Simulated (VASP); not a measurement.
TiSe2, 3 atoms in the cell. It takes space group P-3m1 (No. 164, trigonal). Conventional cell: a = 3.617 Å, b = 3.617 Å, c = 6.141 Å, α = 90.00°, β = 90.00°, γ = 120.00°. Within 3.4 Å of Ti (site symmetry -3m) lie 6 Se at 2.61 Å. Se (site symmetry 3m) has 3 Ti at 2.61 Å within 3.4 Å. 

- Program: VASP 6.6.1
- Task: single point
- Functional: PBE
- Potentials or basis: VASP PAW PBE potentials, release 64 (Ti_sv, Se)
- Cutoff: 500 eV
- k mesh: 7 × 7 × 4
- Occupations: fermi-dirac, width 0.1 eV
- Spin: no spin polarisation
- Dipole correction: no
- Further INCAR settings: ALGO = Normal; EDIFF = 1e-06; NBANDS = 19

Potentials or basis: VASP PAW PBE potentials, release 64 (Ti_sv, Se).

Command:

```sh
$ cat potpaw_PBE.64/Ti_sv/POTCAR potpaw_PBE.64/Se/POTCAR > POTCAR
$ mpirun -np 1 vasp_std > vasp.out
```

Hardware: 1 thread of Intel Xeon 8259CL, with other jobs on the host.

How long does it take, and how much memory?

Run time: 80 s on 1 thread of Intel Xeon 8259CL, on a shared host, peak memory 0.2 GiB. Counts: scf iterations 16, k points 28.
